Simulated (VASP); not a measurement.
Here is a VASP 6.6.1 calculation.

File INCAR:

```
SYSTEM = Ge
PREC = Accurate
ENCUT = 520
EDIFF = 1E-6
ISMEAR = -1
SIGMA = 0.1034
LREAL = Auto
LASPH = .TRUE.
NELM = 100
ALGO = Normal
ISIF = 2
LWAVE = .FALSE.
LCHARG = .FALSE.
GGA = PE
NBANDS = 186
KPAR = 2
NCORE = 2
```

File KPOINTS:

```
Automatic mesh
0
Gamma
  2 2 2
  0.5 0.5 0.5
```

POSCAR

```
Ge
1.0
    5.3059851925      5.3099879177      2.9027016363
   -5.3059851925      5.3099879177      2.9027016363
    0.0000000000      0.0000000000      8.7081049089
Ge
24
Direct
    0.1666800304      0.6306400512      0.1782699807
    0.1712293959      0.1849584202      0.1440586737
    0.0387362732      0.6462509728      0.6384139211
    0.5986815864      0.5002534941      0.3919941686
    0.0436380527      0.0883413437      0.5786662245
    0.7176355251      0.0885802453      0.1781464716
    0.1152208278      0.5590667705      0.9345746716
    0.6987359367      0.7267761582      0.5612773113
    0.0734961104      0.1834421390      0.8771268839
    0.5281047952      0.1335827745      0.5856880989
    0.5951019209      0.6285743098      0.9648703238
    0.5518176747      0.2291948369      0.8703042492
    0.3632375783      0.4583467770      0.7030429481
    0.3836579122      0.8369100252      0.8362831554
    0.4477685268      0.3053819628      0.1879118199
    0.8029390464      0.3946497426      0.8117100261
    0.3938104353      0.8948923086      0.1384383226
    0.8072971905      0.9188074904      0.8533615748
    0.2526060796      0.4443601014      0.4307683664
    0.8297462777      0.3614605759      0.1718142963
    0.3666872703      0.8945901759      0.4723919769
    0.8327036951      0.7844564817      0.1683396702
    0.9102111133      0.3980528804      0.5119276825
    0.9897023964      0.9341066891      0.3982509692
```

Potentials or basis: VASP PAW PBE potentials, release 64 (Ge_d).

Command:

```sh
$ cat potpaw_PBE.64/Ge_d/POTCAR > POTCAR
$ mpirun -np 4 vasp_std > vasp.out
```

Q: What does it give for the pressure?

A: 2.7 GPa.

Q: Estimate the largest force.

A: 1.890 eV/Å.

Q: Estimate the band gap on the k mesh.

A: Zero (band 168 reaches 5.90 eV, above the bottom of band 169 at 5.82 eV).

Stress tensor (GPa, compression positive):
```
 0.53  0.32  0.00
 0.32  2.28 -1.47
 0.00 -1.47  5.36
```

Caveat: the k points lie up to 0.42 Å⁻¹ apart; forces of over 1 eV/Å act on the atoms, so gaps and moduli don't describe the material at rest.
